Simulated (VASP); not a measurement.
A run of VASP 6.6.1 is set up as follows.

INCAR

```
SYSTEM = CdSe
ALGO = Normal
EDIFF = 1E-6
EDIFFG = -0.005
ENCUT = 600
GGA = PE
IBRION = 2
ISIF = 3
ISMEAR = -1
LASPH = .True.
LCHARG = .False.
LREAL = .False.
LWAVE = .False.
NELM = 60
NSW = 80
PREC = Accurate
SIGMA = 0.02
```

KPOINTS

```
k-points
0
Gamma
  6 6 4
  0 0 0
```

The input POSCAR:

```
CdSe
1.0
    4.3000000000      0.0000000000      0.0000000000
   -2.1500000000      3.7239092363      0.0000000000
    0.0000000000      0.0000000000      7.0200000000
Cd Se
2 2
Direct
    0.3333333333      0.6666666667      0.0000000000
    0.6666666667      0.3333333333      0.5000000000
    0.3333333333      0.6666666667      0.3850000000
    0.6666666667      0.3333333333      0.8850000000
```

Potentials or basis: VASP PAW PBE potentials, release 64 (Cd, Se).

Run with:

```console
$ cat potpaw_PBE.64/Cd/POTCAR potpaw_PBE.64/Se/POTCAR > POTCAR
$ mpirun -np 1 vasp_std > vasp.out
```

**Question.** What does it give for the relaxed volume?

**Answer.** 29.90 Å³/atom.

**Question.** Estimate the relaxed cell.

**Answer.** a = 4.390 Å, b = 4.390 Å, c = 7.164 Å, α = 90.00°, β = 90.00°, γ = 120.00°.

The path:
```tsv
step	energy change (eV)	largest force (eV/Å)	pressure (GPa)	volume (Å³)
1	0.0000	0.2922	3.29	112.41
2	-0.0778	0.0480	-0.87	122.06
3	-0.0840	0.0919	-0.09	119.82
4	-0.0840	0.0950	-0.01	119.67
5	-0.0853	0.0644	0.04	119.50
6	-0.0862	0.0143	0.14	119.24
7	-0.0872	0.0097	0.02	119.54
8	-0.0878	0.0024	-0.14	119.98
9	-0.0881	0.0069	0.02	119.59
10	-0.0881	0.0066	-0.01	119.63
11	-0.0881	0.0064	0.00	119.62
12	-0.0881	0.0065	0.00	119.60
13	-0.0881	0.0024	0.00	119.59
```

PBE usually gives volumes a little too large and moduli too small. Zero-point motion and thermal expansion aren't in these numbers.
